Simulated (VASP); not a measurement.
# H in VASP: a series of runs, part 2 of 3

VASP 6.6.1. Earlier steps stand in the parts before.

### 4 Single point, PBE+D3(BJ)

File INCAR:

```
SYSTEM = H
PREC = Accurate
ENCUT = 520
EDIFF = 1E-6
ISMEAR = -1
SIGMA = 0.05
LREAL = Auto
LASPH = .True.
NELM = 80
ALGO = Normal
ISIF = 2
LWAVE = .False.
LCHARG = .True.
GGA = PE
IVDW = 12
LELF = .True.
LVHAR = .True.
NBANDS = 30
```

File KPOINTS:

```
regular mesh
0
Gamma
  1 1 1
  0 0 0
```

File POSCAR:

```
H
1.0
    6.6038540000      0.0000000000      0.0000000000
    0.0000000000      6.6038540000      0.0000000000
    0.0000000000      0.0000000000      6.6038540000
H
24
Direct
    0.1879811395      1.2336735488      0.5708333346
    0.1548035435      1.1895175151      0.6743637882
    1.2177888851      0.8613455113      0.2264283856
    1.2000113873      0.9677833580      0.2790037454
    0.5484221789      0.9941467513      0.0399160854
    0.5047204254      0.9794280734     -0.0707011391
    0.8897380227      0.6237872612      0.5463627754
    0.8493525145      0.5432433848      0.6153073645
    0.7439140841      0.4693925699      1.0873196167
    0.7522728395      0.5816149176      1.0827162442
    0.6299806144      0.2944795569      0.7260911583
    0.5508147212      0.2305017646      0.6755752020
   -0.0775910552     -0.0228502932      0.9134665909
   -0.0030588199      0.0576632978      0.9221736277
    0.1680079541      0.3644538477      0.0814827221
    0.0777273392      0.3832610473      0.0168235094
    0.7606618802      0.1276375886      0.2854999520
    0.6494540915      0.1323318171      0.3144830276
    0.5157897192      0.7346013404      0.4668486008
    0.5053412750      0.8465359773      0.4898200354
    0.2481429783      0.6571768546      0.6703055519
    0.1811669368      0.7398255625      0.7091616502
    0.4443768745      0.3738725902      0.3822313455
    0.3699354952      0.4461182818      0.3482057598
```

Potentials or basis: VASP PAW PBE potentials, release 64 (H).

On the command line:

```sh
> cat potpaw_PBE.64/H/POTCAR > POTCAR
> mpirun -np 1 vasp_gam > vasp.out
```

OUTCAR:

```text
SYSTEM = H
   PREC = Accurate
   ENCUT = 520
   EDIFF = 1E-6
   ISMEAR = -1
   LREAL = Auto
   LASPH = .True.
   NELM = 80
   ISIF = 2
   GGA = PE
   IVDW = 12
 IVDW          = 12

 ion  position               nearest neighbor table
   1  0.188  0.234  0.571-   2 0.77
   2  0.155  0.190  0.674-   1 0.77
[... 270 lines left out ...]
  -------------------------------------------------------------------------------------
  Total       1.67935     0.27166    -0.52605     0.20392    -0.79017     0.19624
  in kB       9.34242     1.51128    -2.92648     1.13440    -4.39580     1.09170
  external pressure =        2.64 kB  Pullay stress =        0.00 kB

 VOLUME and BASIS-vectors are now :
 -----------------------------------------------------------------------------
  energy-cutoff  :      520.00
  volume of cell :      288.00
      direct lattice vectors                 reciprocal lattice vectors
     6.603854000  0.000000000  0.000000000     0.151426727  0.000000000  0.000000000
     0.000000000  6.603854000  0.000000000     0.000000000  0.151426727  0.000000000
     0.000000000  0.000000000  6.603854000     0.000000000  0.000000000  0.151426727

 POSITION                                       TOTAL-FORCE (eV/Angst)
 -----------------------------------------------------------------------------------
      1.24140      1.54315      3.76970        -0.252273     -0.318116      0.710870
      1.02230      1.25155      4.45340         0.220833      0.279353     -0.746822
      1.43825      5.68820      1.49530        -0.225578      1.149391      0.543954
      1.32085      6.39110      1.84250         0.123484     -1.128562     -0.542399
      3.62170      6.56520      0.26360        -0.488107     -0.194768     -1.168540
      3.33310      6.46800      6.13695         0.430471      0.107433      1.129427
[... 16 lines left out ...]
      2.93460      2.46900      2.52420         0.737193     -0.653795      0.302607
      2.44300      2.94610      2.29950        -0.751329      0.723475     -0.378631
 -----------------------------------------------------------------------------------
    total drift:                                0.000141      0.001153      0.001225

  FREE ENERGIE OF THE ION-ELECTRON SYSTEM (eV)
  ---------------------------------------------------
  free  energy   TOTEN  =       -81.3012133647 eV

  energy  without entropy=      -81.3012133646  energy(sigma->0) =      -81.30121336
```

OSZICAR:

```text
N       E                     dE             d eps       ncg     rms          rms(c)
DAV:   1     0.544645295959E+02    0.54465E+02   -0.85269E+03    60   0.611E+02
DAV:   2    -0.757456045986E+02   -0.13021E+03   -0.12595E+03    74   0.126E+02
DAV:   3    -0.873368440644E+02   -0.11591E+02   -0.11555E+02    80   0.399E+01
DAV:   4    -0.874174952453E+02   -0.80651E-01   -0.80631E-01    72   0.407E+00
DAV:   5    -0.874179482294E+02   -0.45298E-03   -0.45298E-03    72   0.309E-01    0.151E+01
DAV:   6    -0.829711771330E+02    0.44468E+01   -0.15085E+00    72   0.415E+00    0.834E+00
DAV:   7    -0.807871300300E+02    0.21840E+01   -0.36654E+00    72   0.676E+00    0.916E-01
DAV:   8    -0.808557293923E+02   -0.68599E-01   -0.11519E-01    66   0.133E+00    0.643E-01
DAV:   9    -0.808415094330E+02    0.14220E-01   -0.19997E-02    80   0.523E-01    0.743E-02
DAV:  10    -0.808416381617E+02   -0.12873E-03   -0.53811E-04    66   0.101E-01    0.334E-02
DAV:  11    -0.808416345296E+02    0.36321E-05   -0.14227E-04    72   0.612E-02    0.103E-02
DAV:  12    -0.808416351005E+02   -0.57092E-06   -0.71949E-06    66   0.138E-02
   1 F= -.81301213E+02 E0= -.81301213E+02  d E =-.852607E-10
```

stdout:

```text
POSCAR found type information on POSCAR H
 POSCAR found :  1 types and      24 ions
 scaLAPACK will be used
 LDA part: xc-table for (Slater+PW92), standard interpolation
 POSCAR, INCAR and KPOINTS ok, starting setup
 FFT: planning ... GRIDC
 FFT: planning ... GRID_SOFT
 FFT: planning ... GRID
 WAVECAR not read
 entering main loop
```

Wall time 11 s (1 thread of AMD EPYC 9R45 (Zen 5), shared host); peak memory 0.28 GiB.

What came out:

```yaml
Free_energy: -81.3012 eV
Pressure: 0.3 GPa
Largest_force: 1.291 eV/Å
Dispersion_energy_per_atom: -0.019 eV
```

Forces on the atoms (eV/Å):
```
H   -0.252 -0.318  0.711
H    0.221  0.279 -0.747
H   -0.226  1.149  0.544
H    0.123 -1.129 -0.542
H   -0.488 -0.195 -1.169
H    0.430  0.107  1.129
H   -0.051 -0.030 -0.002
H   -0.028 -0.004 -0.050
H   -0.052 -0.150  0.015
H   -0.023  0.199 -0.022
H   -0.028 -0.026 -0.029
H    0.067  0.053  0.057
H   -0.580 -0.615 -0.095
H    0.524  0.549  0.083
H    0.177 -0.043  0.080
H   -0.103  0.057 -0.095
H   -0.273  0.024  0.119
H    0.374 -0.015 -0.056
H    0.087  0.365  0.065
H    0.108 -0.333 -0.070
H    0.000  0.032  0.083
H    0.007 -0.026  0.066
H    0.737 -0.654  0.303
H   -0.751  0.723 -0.379
```

Caveat: the k points lie up to 0.95 Å⁻¹ apart; the atoms stand as in a frame of molecular dynamics.

### 5 Relaxation of the atoms, PBE+D3(BJ)

File INCAR:

```
PREC = Accurate
ENCUT = 520
EDIFF = 1E-7
ISMEAR = -1
SIGMA = 0.05
LREAL = Auto
LASPH = True
NELM = 80
ALGO = Normal
ISIF = 2
LWAVE = False
LCHARG = False
GGA = PE
IVDW = 12
IBRION = 2
NSW = 35
EDIFFG = -0.3
```

File KPOINTS:

```
regular mesh
0
Gamma
  1 1 1
```

File POSCAR:

```
H
1.0
    6.6038540000      0.0000000000      0.0000000000
    0.0000000000      6.6038540000      0.0000000000
    0.0000000000      0.0000000000      6.6038540000
H
24
Direct
    0.1582698000      0.9395404000      0.4408059000
    0.1946937000      1.0414403000      0.4681958000
    0.8748070000      0.5333457000      0.1613405000
    0.9479657000      0.4492537000      0.1552700000
    0.2025278000      0.9819304000      0.1545748000
    0.1478854000      0.9057568000      0.0939753000
    0.6339612000      0.3475574000      0.4566681000
    0.5595409000      0.2650398000      0.4460401000
    0.7779543000      0.8907679000      0.9447392000
    0.7416556000      0.8091313000      0.8778186000
    0.3929736000      0.3339091000      0.8185344000
    0.4015882000      0.2265026000      0.8476912000
    0.0054400000     -0.0427758000      0.7739693000
    0.0086069000      0.0648633000      0.7445706000
    0.3056943000      0.5384693000      0.2891576000
    0.3180388000      0.5316035000      0.1784283000
    0.5524757000      0.3578764000      0.0682630000
    0.5991339000      0.2597438000      0.0426991000
    0.7924977000      0.8947761000      0.5565430000
    0.8350211000      0.9446182000      0.4661659000
    0.2034002000      0.5498447000      0.7503622000
    0.2862250000      0.6051912000      0.8007341000
    0.4563633000      0.7994744000      0.2740332000
    0.5155865000      0.7673654000      0.1850268000
```

Potentials or basis: VASP PAW PBE potentials, release 64 (H).

On the command line:

```sh
> cat potpaw_PBE.64/H/POTCAR > POTCAR
> mpirun -np 1 vasp_gam > vasp.out
```

OUTCAR:

```text
PREC = Accurate
   ENCUT = 520
   EDIFF = 1E-7
   ISMEAR = -1
   LREAL = Auto
   LASPH = True
   NELM = 80
   ISIF = 2
   GGA = PE
   IVDW = 12
   IBRION = 2
   NSW = 35
   EDIFFG = -0.3
 IVDW          = 12

 ion  position               nearest neighbor table
   1  0.158  0.940  0.441-   2 0.74
   2  0.195  0.041  0.468-   1 0.74
   3  0.875  0.533  0.161-   4 0.74
   4  0.948  0.449  0.155-   3 0.74
   5  0.203  0.982  0.155-   6 0.74
   6  0.148  0.906  0.094-   5 0.74
[... 16 lines left out ...]
  23  0.456  0.799  0.274-  24 0.74
  24  0.516  0.767  0.185-  23 0.74

  LATTYP: Found a simple cubic cell.
 ALAT       =     6.6038540000

  Lattice vectors:

 A1 = (   6.6038540000,   0.0000000000,   0.0000000000)
 A2 = (   0.0000000000,   6.6038540000,   0.0000000000)
 A3 = (   0.0000000000,   0.0000000000,   6.6038540000)

Analysis of symmetry for initial positions (statically):
=====================================================================
 Subroutine PRICEL returns:
 Original cell was already a primitive cell.

 Routine SETGRP: Setting up the symmetry group for a
 simple cubic supercell.

 Subroutine GETGRP returns: Found  1 space group operations
 (whereof  1 operations were pure point group operations)
 out of a pool of 48 trial point group operations.

The static configuration has the point symmetry C_1 .

[... 162 lines left out ...]
   LRPA    =     F    only Hartree local field effects (RPA)
 conjugate gradient relaxation of ions
 non-spin polarized calculation
  energy-cutoff  :      520.00
  volume of cell :      288.00
 maximum number of plane-waves:      3905
 NGX is ok and might be reduce to    50
   NGX = 25   NGY = 25   NGZ = 25

--------------------------------------- Ionic step        1  -------------------------------------------

 number of electron      24.0000003 magnetization

 Free energy of the ion-electron system (eV)
  ---------------------------------------------------
  ext. energy  EPLUGINS =         0.00000000
  ---------------------------------------------------
  free energy    TOTEN  =       -79.88101848 eV

  energy without entropy =      -79.88101848  energy(sigma->0) =      -79.88101848

------------------------ aborting loop because EDIFF is reached ----------------------------------------

 Edisp (eV)   -0.45136

 E8    (eV) :    -0.0801
[... 301 lines left out ...]
--------------------------------------- Ionic step        6  -------------------------------------------

 number of electron      24.0000001 magnetization

 Free energy of the ion-electron system (eV)
  ---------------------------------------------------
  ext. energy  EPLUGINS =         0.00000000
  ---------------------------------------------------
  free energy    TOTEN  =       -80.55109032 eV

  energy without entropy =      -80.55109032  energy(sigma->0) =      -80.55109032

 E-fermi :  -6.6524     XC(G=0):  -5.1611

 val. band max:       -7.8886596335   @ k =   0.0000   0.0000   0.0000
 cond. band min:       0.3742009430   @ k =   0.0000   0.0000   0.0000
 fundamental gap:      8.2628605765
 Fermi energy:        -6.6524436914

 k-point     1 :       0.0000    0.0000    0.0000
  band No.  band energies     occupation
      1     -10.9145      2.00000
      2      -9.9904      2.00000
      3      -9.6138      2.00000
      4      -9.3690      2.00000
      5      -9.2128      2.00000
      6      -8.9041      2.00000
[... 16 lines left out ...]
     23       3.7751      0.00000
     24       4.0129      0.00000
 [bands above 24 left out]

------------------------ aborting loop because EDIFF is reached ----------------------------------------

 Edisp (eV)   -0.45513

 E8    (eV) :    -0.0811
[... 47 lines left out ...]
  FREE ENERGIE OF THE ION-ELECTRON SYSTEM (eV)
  ---------------------------------------------------
  free  energy   TOTEN  =       -81.0062185875 eV

  energy  without entropy=      -81.0062185875  energy(sigma->0) =      -81.00621859

 reached required accuracy - stopping structural energy minimisation
```

It took 48 s on 1 thread of AMD EPYC 9R45 (Zen 5), shared host; peak memory 0.3 GiB.

Results:

| Item | Value |
| --- | --- |
| Free energy | -81.0062 eV |
| Energy gained by relaxing | 28.1 meV/atom |
| Ionic steps | 6 |
| Pressure after relaxing | 1.2 GPa |
| Largest force after relaxing | 0.261 eV/Å |
| Dispersion energy per atom | -0.019 eV |

Forces on the atoms (eV/Å):
```
H    0.067 -0.018 -0.043
H    0.113  0.068  0.042
H    0.075 -0.027  0.007
H   -0.018  0.104  0.024
H   -0.054 -0.029 -0.064
H   -0.029  0.029 -0.074
H   -0.029 -0.037  0.047
H    0.038  0.055  0.086
H   -0.032  0.018  0.049
H   -0.095 -0.129 -0.025
H    0.003 -0.084 -0.081
H   -0.029 -0.162 -0.021
H    0.067 -0.077  0.124
H    0.062  0.253  0.010
H   -0.046 -0.071  0.221
H   -0.047 -0.089 -0.188
H   -0.060  0.032  0.030
H    0.067 -0.119 -0.065
H   -0.136 -0.126  0.126
H    0.029  0.057 -0.235
H   -0.105  0.091 -0.033
H    0.001  0.166  0.001
H   -0.018  0.091  0.170
H    0.175  0.004 -0.110
```

Step by step:
```csv
step,energy change (eV),largest force (eV/Å),pressure (GPa)
1,0.0000,0.6137,2.20
2,-0.0485,0.9091,0.59
3,-0.0721,0.5824,1.16
4,-0.1762,0.5045,1.13
5,-0.4184,0.3562,1.10
6,-0.6738,0.2605,1.20
```

Final structure:
```xyz
24
Lattice="6.6039 0.0000 0.0000 0.0000 6.6039 0.0000 0.0000 0.0000 6.6039" Properties=species:S:1:pos:R:3 pbc="T T T"
H     1.0962    6.2279    2.9411
H     1.3467    0.2950    3.1492
H     5.7761    3.5340    1.0706
H     6.2773    2.9764    1.0316
H     1.3012    6.4889    0.9307
H     0.9364    5.9891    0.5087
H     4.1899    2.2999    3.0251
H     3.6860    1.7474    2.9697
H     5.0700    5.8353    6.2784
H     4.8163    5.2844    5.8457
H     2.4760    2.0840    5.1900
H     2.5088    1.3721    5.4087
H     0.1594    6.4050    5.1897
H     0.1658    0.5114    4.9806
H     1.9184    3.4037    1.9253
H     1.9731    3.3687    1.1879
H     3.7962    2.3653    0.6567
H     4.1267    1.7299    0.4615
H     5.1522    5.8747    3.5972
H     5.4405    6.1992    2.9975
H     1.2991    3.7131    4.9447
H     1.8466    4.1070    5.2640
H     3.1507    5.4096    1.8225
H     3.5538    5.2002    1.2365
```

Levels at points of the mesh, in eV from the Fermi level:
```
           k point  band 10  band 11  band 12  band 13  band 14  band 15
(0.00, 0.00, 0.00)    -1.51    -1.36    -1.24     7.03     7.65     7.72
```

Caveat: the k points lie up to 0.95 Å⁻¹ apart; the relaxation stopped at a loose force limit of 0.3 eV/Å, so its end isn't a converged minimum.

[end of part 2 of 3]
